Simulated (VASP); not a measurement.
Write the native input for VASP 6.6.1 that does the following.

```
Task                   : single point
Functional             : PBE
Potentials or basis    : VASP PAW PBE potentials, release 64 (Cd, Sb, O)
Cutoff                 : 520 eV
k mesh                 : 4 × 4 × 4
Occupations            : gaussian, width 0.1 eV
Spin                   : no spin polarisation
Dipole correction      : no
Further INCAR settings : ALGO = Normal; EDIFF = 1e-07; NBANDS = 38
```

The structure of Cd4SbO lies in POSCAR:

```
Cd4SbO
1.0
   -2.9694810504      2.9694810504      4.7866933759
    2.9694810504     -2.9694810504      4.7866933759
    2.9694810504      2.9694810504     -4.7866933759
Cd Sb O
4 1 1
Direct
    0.7500000000      0.2500000000      0.5000000000
    0.2500000000      0.7500000000      0.5000000000
    0.7908792777      0.7908792777      0.0000000000
    0.2091207223      0.2091207223      0.0000000000
    0.5000000000      0.5000000000      0.0000000000
    0.0000000000      0.0000000000      0.0000000000
```

The cell was generated, and may not be a known phase.

The input as run:

INCAR

```
ALGO = Normal ; EDIFF = 1E-7
ENCUT = 520 ; GGA = PE
ISIF = 2 ; ISMEAR = 0
LASPH = T ; LCHARG = T
LELF = T ; LREAL = F
LVHAR = T ; LWAVE = F
NBANDS = 38 ; NELM = 80
PREC = Accurate ; SIGMA = 0.1
```

KPOINTS

```
k-points
0
Gamma
  4 4 4
```

Potentials or basis: VASP PAW PBE potentials, release 64 (Cd, Sb, O).

Launch:

```sh
$ cat potpaw_PBE.64/Cd/POTCAR potpaw_PBE.64/Sb/POTCAR potpaw_PBE.64/O/POTCAR > POTCAR
$ mpirun -np 1 vasp_std > vasp.out
```

It gave:

* Pressure: 0.5 GPa
* Largest force: 0.231 eV/Å
* Band gap on the k mesh: zero (an odd number of electrons rules out a gap without spin polarisation)

Caveat: spin-orbit coupling is left out, which moves the levels of the heavy elements; an odd number of electrons without spin polarisation forces a metal; a magnetic or distorted state may lie lower.

It took 54 s on 1 thread of Intel(R) Xeon(R) 6975P-C (Granite Rapids), with other jobs on the host, peak memory 0.35 GiB.
